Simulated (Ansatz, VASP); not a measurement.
## One calculation of Al, two programs

```
Al
1.0
     2.53121    0.00000    0.00000
    -1.26560    2.19209    0.00000
     0.00000    0.00000    4.86685
Al
2
Direct
  0.66667 0.33333 0.75000
  0.33333 0.66667 0.25000
```

Change from the starting cell: strain -0.1000 x Voigt [1, 1, 0, 0, 0, 0], atoms carried along.

Alike in both runs: task single point; functional r2SCAN; k mesh 21 × 21 × 10; occupations gaussian, width 0.15 eV; no spin polarisation.

|  | VASP | Ansatz |
| --- | --- | --- |
| version | VASP 6.6.1 | Ansatz 0.2.0 |
| potentials or method | VASP PAW PBE potentials, release 64 (Al), cutoff 520 eV | scalar-relativistic, plane waves, PAW |
| valence electrons in the cell | 6 | 6 |

```tsv
	VASP	Ansatz	Ansatz less VASP
gap on the k mesh at the Fermi level (eV)	none	none	-
pressure (GPa)	26.8	27.3	+0.47
traceless stress, the component that is largest in VASP (GPa)	-21.30	-21.35	-0.054
```

VASP's potentials were made for PBE, not for r2SCAN. A gap of «none» marks a metal or a gap that the smearing closes. The functional is the same, so the differences come from potentials, cutoffs and numerics.
